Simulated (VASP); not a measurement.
# Cu (Fm-3m) in VASP: notebook

The runs below take Cu through electric field gradients, density of states, with PBE.

All numbers are computed with VASP 6.6.1; they aren't measurements. Logs are shortened: lines on timing, memory, paths and dates and some standing lists are left out, and cuts for length are marked.

### 1 The cell of the first run

Symmetry: Fm-3m, No. 225, cubic system. Conventional cell: a = 3.615 Å, b = 3.615 Å, c = 3.615 Å, α = 90.00°, β = 90.00°, γ = 90.00°. Within 3.4 Å of Cu (site symmetry m-3m) lie 12 Cu at 2.56 Å.

### 2 Electric field gradients, PBE

File INCAR:

```
  PREC = Accurate
  ENCUT = 520
  EDIFF = 1E-8
  ISMEAR = 0
  SIGMA = 0.05
  LREAL = F
  LASPH = T
  NELM = 80
  ALGO = Normal
  ISIF = 2
  LWAVE = F
  LCHARG = F
  GGA = PE
  LEFG = T
  NBANDS = 12
```

File KPOINTS:

```
Automatic mesh
0
Gamma
  22 22 22
```

File POSCAR:

```
Cu
1.0
    0.0000000000      1.8075000000      1.8075000000
    1.8075000000      0.0000000000      1.8075000000
    1.8075000000      1.8075000000      0.0000000000
Cu
1
Direct
    0.0000000000      0.0000000000      0.0000000000
```

Potentials or basis: VASP PAW PBE potentials, release 64 (Cu).

On the command line:

```
cat potpaw_PBE.64/Cu/POTCAR > POTCAR
mpirun -np 1 vasp_std > vasp.out
```

OUTCAR:

```text
PREC = Accurate
   ENCUT = 520
   EDIFF = 1E-8
   ISMEAR = 0
   LREAL = F
   LASPH = T
   NELM = 80
   ISIF = 2
   GGA = PE

 ion  position               nearest neighbor table
   1  0.000  0.000  0.000-

  LATTYP: Found a face centered cubic cell.
 ALAT       =     3.6150000000

  Lattice vectors:

 A1 = (   0.0000000000,   1.8075000000,   1.8075000000)
 A2 = (   1.8075000000,   0.0000000000,   1.8075000000)
 A3 = (   1.8075000000,   1.8075000000,   0.0000000000)

Analysis of symmetry for initial positions (statically):
=====================================================================
 Subroutine PRICEL returns:
 Original cell was already a primitive cell.

 Routine SETGRP: Setting up the symmetry group for a
 face centered cubic supercell.

 Subroutine GETGRP returns: Found 48 space group operations
 (whereof 48 operations were pure point group operations)
 out of a pool of 48 trial point group operations.

The static configuration has the point symmetry O_h .

Analysis of symmetry for dynamics (positions and initial velocities):
=====================================================================
 Subroutine PRICEL returns:
 Original cell was already a primitive cell.

 Routine SETGRP: Setting up the symmetry group for a
 face centered cubic supercell.

 Subroutine GETGRP returns: Found 48 space group operations
 (whereof 48 operations were pure point group operations)
 out of a pool of 48 trial point group operations.

The dynamic configuration has the point symmetry O_h .

 Subroutine INISYM returns: Found 48 space group operations
 (whereof 48 operations are pure point group operations),
 and found     1 'primitive' translations

----------------------------------------------------------------------------------------

                                     Primitive cell

  volume of cell :      11.8104

  direct lattice vectors                    reciprocal lattice vectors
     0.000000000  1.807500000  1.807500000    -0.276625173  0.276625173  0.276625173
     1.807500000  0.000000000  1.807500000     0.276625173 -0.276625173  0.276625173
     1.807500000  1.807500000  0.000000000     0.276625173  0.276625173 -0.276625173

  length of vectors
     2.556191014  2.556191014  2.556191014     0.479128854  0.479128854  0.479128854

  position of ions in fractional coordinates (direct lattice)
     0.000000000  0.000000000  0.000000000
[... 118 lines left out ...]
  ext. energy  EPLUGINS =         0.00000000
  ---------------------------------------------------
  free energy    TOTEN  =        -3.72783726 eV

  energy without entropy =       -3.72752551  energy(sigma->0) =       -3.72768138

 E-fermi :   7.5725     XC(G=0): -12.7257

 val. band max:        7.5637967229   @ k =   0.5000   0.3182   0.1364
 cond. band min:       7.6469304794   @ k =   0.5000   0.1818   0.0455
 fundamental gap:      0.0831337565
 Fermi energy:         7.5724815145

 k-point     1 :       0.0000    0.0000    0.0000
  band No.  band energies     occupation
      1      -1.7657      2.00000
      2       4.5591      2.00000
      3       4.5591      2.00000
      4       4.5591      2.00000
      5       5.3811      2.00000
      6       5.3811      2.00000
      7      30.1796      0.00000
      8      32.8240      0.00000
      9      32.8240      0.00000
     10      32.8240      0.00000
     11      35.3158      0.00000
     12      35.3158      0.00000
[... 331 lines left out ...]
 k-point    24 :      -0.4545    0.0455    0.0000
  band No.  band energies     occupation
      1       2.5324      2.00000
      2       4.5065      2.00000
      3       4.5516      2.00000
      4       5.6355      2.00000
      5       5.9205      2.00000
      6       6.7915      2.00000
      7      11.6230      0.00000
      8      27.8267      0.00000
      9      29.1477      0.00000
     10      29.4322      0.00000
     11      33.0630      0.00000
     12      33.8150      0.00000

 [... further k-points ...]
[... 5 lines left out ...]
  --------------------------------------------------------------------------------------
  -------------------------------------------------------------------------------------
  Total        0.1676407      0.1676407      0.1676407      0.0000000      0.0000000      0.0000000
  in kB       22.7418175     22.7418175     22.7418175      0.0000000      0.0000000      0.0000000
  external PRESSURE =      22.7418175 kB  Pullay stress =       0.0000000 kB

 VOLUME and BASIS-vectors are now :
 -----------------------------------------------------------------------------
  energy-cutoff  :      520.00
  volume of cell :       11.81
      direct lattice vectors                 reciprocal lattice vectors
     0.000000000  1.807500000  1.807500000    -0.276625173  0.276625173  0.276625173
     1.807500000  0.000000000  1.807500000     0.276625173 -0.276625173  0.276625173
     1.807500000  1.807500000  0.000000000     0.276625173  0.276625173 -0.276625173

 POSITION                                       TOTAL-FORCE (eV/Angst)
 -----------------------------------------------------------------------------------
      0.00000      0.00000      0.00000         0.000000      0.000000      0.000000
 -----------------------------------------------------------------------------------
    total drift:                                0.000000      0.000000      0.000000

  FREE ENERGIE OF THE ION-ELECTRON SYSTEM (eV)
  ---------------------------------------------------
  free  energy   TOTEN  =        -3.7278372577 eV

  energy  without entropy=       -3.7275255085  energy(sigma->0) =       -3.72768138

 Electric field gradients (V/A^2)
---------------------------------------------------------------------
 ion       V_xx      V_yy      V_zz      V_xy      V_xz      V_yz
---------------------------------------------------------------------
   1      -0.000    -0.000    -0.000     0.003     0.003     0.003
---------------------------------------------------------------------

 Electric field gradients after diagonalization (V/A^2)
 (convention: |V_zz| > |V_xx| > |V_yy|)
----------------------------------------------------------------------
 ion       V_xx      V_yy      V_zz     asymmetry (V_yy - V_xx)/ V_zz
----------------------------------------------------------------------
   1      -0.003    -0.003     0.005       0.000
----------------------------------------------------------------------

           NMR quadrupolar parameters

 Cq : quadrupolar parameter    Cq=e*Q*V_zz/h
 eta: asymmetry parameters     (V_yy - V_xx)/ V_zz
 Q  : nuclear electric quadrupole moment in mb (millibarn)
----------------------------------------------------------------------
 ion       Cq(MHz)       eta       Q (mb)
----------------------------------------------------------------------
   1       0.000       0.000       1.000
----------------------------------------------------------------------
```

stdout:

```text
POSCAR found type information on POSCAR Cu
 POSCAR found :  1 types and       1 ions
 scaLAPACK will be used
 LDA part: xc-table for (Slater+PW92), standard interpolation
 POSCAR, INCAR and KPOINTS ok, starting setup
 FFT: planning ... GRIDC
 FFT: planning ... GRID_SOFT
 FFT: planning ... GRID
 WAVECAR not read
 entering main loop
ion   1
```

Run time: 37 s. Hardware: 1 thread of Intel Xeon Platinum 8259CL at 2.50GHz (Skylake/Cascade Lake), shared host; peak memory 0.16 GiB.

What came out:

```yaml
Free_energy: -3.7278 eV
Pressure: 2.3 GPa
```

Caveat: without QUAD_EFG the Cq values of the log hold for a quadrupole moment of 1 mb, not for the nuclei.

### 3 Electric field gradients, PBE

This run uses another cell than the first one, of 11.95 Å³/atom, 1.012 times its volume.

File INCAR:

```
PREC = Accurate
ENCUT = 520
EDIFF = 1E-8
ISMEAR = 0
SIGMA = 0.05
LREAL = False
LASPH = True
NELM = 80
ALGO = Normal
ISIF = 2
LWAVE = False
LCHARG = False
GGA = PE
LEFG = True
NBANDS = 12
```

KPOINTS is that of step 2.

File POSCAR:

```
Cu
1.0
    0.0000000000      1.8145221757      1.8145221757
    1.8145221757      0.0000000000      1.8145221757
    1.8145221757      1.8145221757      0.0000000000
Cu
1
Direct
    0.0000000000      0.0000000000      0.0000000000
```

Potentials or basis: VASP PAW PBE potentials, release 64 (Cu).

On the command line:

```
cat potpaw_PBE.64/Cu/POTCAR > POTCAR
mpirun -np 1 vasp_std > vasp.out
```

OUTCAR:

```text
PREC = Accurate
   ENCUT = 520
   EDIFF = 1E-8
   ISMEAR = 0
   LREAL = False
   LASPH = True
   NELM = 80
   ISIF = 2
   GGA = PE

 ion  position               nearest neighbor table
   1  0.000  0.000  0.000-

  LATTYP: Found a face centered cubic cell.
 ALAT       =     3.6290443514

  Lattice vectors:

 A1 = (   0.0000000000,   1.8145221757,   1.8145221757)
 A2 = (   1.8145221757,   0.0000000000,   1.8145221757)
 A3 = (   1.8145221757,   1.8145221757,   0.0000000000)

Analysis of symmetry for initial positions (statically):
=====================================================================
 Subroutine PRICEL returns:
 Original cell was already a primitive cell.

 Routine SETGRP: Setting up the symmetry group for a
 face centered cubic supercell.

 Subroutine GETGRP returns: Found 48 space group operations
 (whereof 48 operations were pure point group operations)
 out of a pool of 48 trial point group operations.

The static configuration has the point symmetry O_h .

Analysis of symmetry for dynamics (positions and initial velocities):
=====================================================================
 Subroutine PRICEL returns:
 Original cell was already a primitive cell.

 Routine SETGRP: Setting up the symmetry group for a
 face centered cubic supercell.

 Subroutine GETGRP returns: Found 48 space group operations
 (whereof 48 operations were pure point group operations)
 out of a pool of 48 trial point group operations.

The dynamic configuration has the point symmetry O_h .

 Subroutine INISYM returns: Found 48 space group operations
 (whereof 48 operations are pure point group operations),
[... 153 lines left out ...]
      3       4.4513      2.00000
      4       4.4513      2.00000
      5       5.2585      2.00000
      6       5.2585      2.00000
      7      29.9430      0.00000
      8      32.4972      0.00000
      9      32.4972      0.00000
     10      32.4972      0.00000
     11      34.9803      0.00000
     12      34.9803      0.00000
[... 331 lines left out ...]
 k-point    24 :      -0.4545    0.0455    0.0000
  band No.  band energies     occupation
      1       2.4536      2.00000
      2       4.4001      2.00000
      3       4.4442      2.00000
      4       5.5148      2.00000
      5       5.7884      2.00000
      6       6.6687      2.00000
      7      11.4220      0.00000
      8      27.5646      0.00000
      9      28.8613      0.00000
     10      29.1126      0.00000
     11      32.7477      0.00000
     12      33.4985      0.00000

 [... further k-points ...]
[... 5 lines left out ...]
  --------------------------------------------------------------------------------------
  -------------------------------------------------------------------------------------
  Total        0.0433536      0.0433536      0.0433536      0.0000000      0.0000000     -0.0000000
  in kB        5.8132522      5.8132522      5.8132522      0.0000000      0.0000000     -0.0000000
  external PRESSURE =       5.8132522 kB  Pullay stress =       0.0000000 kB

 VOLUME and BASIS-vectors are now :
 -----------------------------------------------------------------------------
  energy-cutoff  :      520.00
  volume of cell :       11.95
      direct lattice vectors                 reciprocal lattice vectors
     0.000000000  1.814522176  1.814522176    -0.275554637  0.275554637  0.275554637
     1.814522176  0.000000000  1.814522176     0.275554637 -0.275554637  0.275554637
     1.814522176  1.814522176  0.000000000     0.275554637  0.275554637 -0.275554637

 POSITION                                       TOTAL-FORCE (eV/Angst)
 -----------------------------------------------------------------------------------
      0.00000      0.00000      0.00000        -0.000000      0.000000      0.000000
 -----------------------------------------------------------------------------------
    total drift:                                0.000000      0.000000      0.000000

  FREE ENERGIE OF THE ION-ELECTRON SYSTEM (eV)
  ---------------------------------------------------
  free  energy   TOTEN  =        -3.7291447125 eV

  energy  without entropy=       -3.7288251810  energy(sigma->0) =       -3.72898495

 Electric field gradients (V/A^2)
---------------------------------------------------------------------
 ion       V_xx      V_yy      V_zz      V_xy      V_xz      V_yz
---------------------------------------------------------------------
   1      -0.000     0.000     0.000     0.003     0.003     0.003
---------------------------------------------------------------------

 Electric field gradients after diagonalization (V/A^2)
 (convention: |V_zz| > |V_xx| > |V_yy|)
----------------------------------------------------------------------
 ion       V_xx      V_yy      V_zz     asymmetry (V_yy - V_xx)/ V_zz
----------------------------------------------------------------------
   1      -0.003    -0.003     0.005       0.000
----------------------------------------------------------------------

           NMR quadrupolar parameters

 Cq : quadrupolar parameter    Cq=e*Q*V_zz/h
 eta: asymmetry parameters     (V_yy - V_xx)/ V_zz
 Q  : nuclear electric quadrupole moment in mb (millibarn)
----------------------------------------------------------------------
 ion       Cq(MHz)       eta       Q (mb)
----------------------------------------------------------------------
   1       0.000       0.000       1.000
----------------------------------------------------------------------
```

Wall time 36 s (1 thread of Intel Xeon Platinum 8259CL at 2.50GHz (Skylake/Cascade Lake), shared host); peak memory 0.16 GiB.

What came out:

```
Free energy : -3.7291 eV
Pressure    : 0.6 GPa
```

Caveat: without QUAD_EFG the Cq values of the log hold for a quadrupole moment of 1 mb, not for the nuclei.

### 4 Density of states, PBE

This run uses another cell than the first one, of 11.95 Å³/atom, 1.012 times its volume.

POSCAR is that of step 3.

File INCAR.step1:

```
SYSTEM = Cu
ALGO = Normal ; EDIFF = 1E-6
ENCUT = 520 ; GGA = PE
ISIF = 2 ; ISMEAR = 0
LASPH = .TRUE. ; LCHARG = .TRUE.
LMAXMIX = 4 ; LREAL = .FALSE.
LWAVE = .FALSE. ; NBANDS = 12
NELM = 80 ; PREC = Accurate
SIGMA = 0.05
```

File KPOINTS.step1:

```
k-points
0
G
  22 22 22
  0 0 0
```

File INCAR.step2:

```
SYSTEM = Cu
ALGO = Normal ; EDIFF = 1E-6
ENCUT = 520 ; GGA = PE
ICHARG = 11 ; ISIF = 2
ISMEAR = -5 ; LASPH = .TRUE.
LCHARG = .FALSE. ; LMAXMIX = 4
LORBIT = 10 ; LREAL = .FALSE.
LWAVE = .FALSE. ; NBANDS = 12
NEDOS = 2001 ; NELM = 80
PREC = Accurate ; SIGMA = 0.05
```

File KPOINTS.step2:

```
k-points
0
G
  33 33 33
  0 0 0
```

On the command line:

```
cat potpaw_PBE.64/Cu/POTCAR > POTCAR
cp INCAR.step1 INCAR
cp KPOINTS.step1 KPOINTS
mpirun -np 1 vasp_std > vasp.out
cp INCAR.step2 INCAR
cp KPOINTS.step2 KPOINTS
mpirun -np 1 vasp_std > vasp.out
```

Run time: 91 s. Hardware: 1 thread of Intel Xeon Platinum 8259CL at 2.50GHz (Skylake/Cascade Lake), shared host; peak memory 0.24 GiB.

Results (log left out):

```yaml
Valence_electrons_inside_the_program's_atomic_spheres: Cu 9.99
```

Levels at points of the mesh, in eV from the Fermi level:
| k point | band 2 | band 3 | band 4 | band 5 | band 6 | band 7 | band 8 | band 9 | band 10 | band 11 |
| --- | --- | --- | --- | --- | --- | --- | --- | --- | --- | --- |
| (0.00, 0.00, 0.00) | -3.02 | -3.02 | -3.02 | -2.21 | -2.21 | 22.48 | 25.03 | 25.03 | 25.03 | 27.51 |

Caveat: tetrahedron occupations give inexact forces and stress in metals.

### 5 Overview

| task | cell | k mesh for the DOS | occupations for the DOS | gap on the mesh (eV) | pressure (GPa) |
| --- | --- | --- | --- | --- | --- |
| electric field gradients | a = 2.556 Å, angles 60.0°, 1 atom | - | - | none | 2.3 |
| electric field gradients | a = 2.566 Å, angles 60.0°, 1 atom | - | - | none | 0.6 |
| density of states | a = 2.566 Å, angles 60.0°, 1 atom | 33 × 33 × 33 | tetrahedron | - | - |

Alike in all rows: level PBE; potentials or basis VASP PAW PBE potentials, release 64 (Cu); no spin polarisation; k mesh 22 × 22 × 22; cutoff (eV) 520; smearing gaussian 0.05 eV.

Caveats: tetrahedron occupations give inexact forces and stress in metals (some runs).

Absolute energies hang on the potentials; compare differences alone.
